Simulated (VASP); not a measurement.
A run of VASP 6.6.1 is set up as follows.

Contents of INCAR:

```
SYSTEM = Rb
ALGO = Normal ; EDIFF = 1E-7
EDIFFG = -0.005 ; ENCUT = 600
GGA = PE ; IBRION = 2
ISIF = 4 ; ISMEAR = -1
LASPH = .TRUE. ; LCHARG = .FALSE.
LREAL = .FALSE. ; LWAVE = .FALSE.
NELM = 100 ; NSW = 50
PREC = Accurate ; SIGMA = 0.1
```

KPOINTS

```
k-points
0
G
  7 7 2
  0 0 0
```

File POSCAR:

```
Rb
1.0
    3.9981466362      0.0000000000      0.0000000000
   -1.9990733181      3.4624965550      0.0000000000
    0.0000000000      0.0000000000     13.2298921841
Rb
4
Direct
    0.0000000000      0.0000000000      0.0000000000
    0.0000000000      0.0000000000      0.5000000000
    0.3333333333      0.6666666667      0.2500000000
    0.6666666667      0.3333333333      0.7500000000
```

Potentials or basis: VASP PAW PBE potentials, release 64 (Rb_sv).

Launch:

```console
$ cat potpaw_PBE.64/Rb_sv/POTCAR > POTCAR
$ mpirun -np 1 vasp_std > vasp.out
```

Estimate the band gap on the k mesh.

zero (bands 18 and 19 overlap by 2.30 eV).

The path:
```tsv
step	energy change (eV)	largest force (eV/Å)	pressure (GPa)	volume (Å³)
1	0.0000	0.0000	6.36	183.15
2	-0.0005	0.0000	6.36	183.15
3	-0.0014	0.0000	6.36	183.15
4	-0.0014	0.0000	6.36	183.15
```
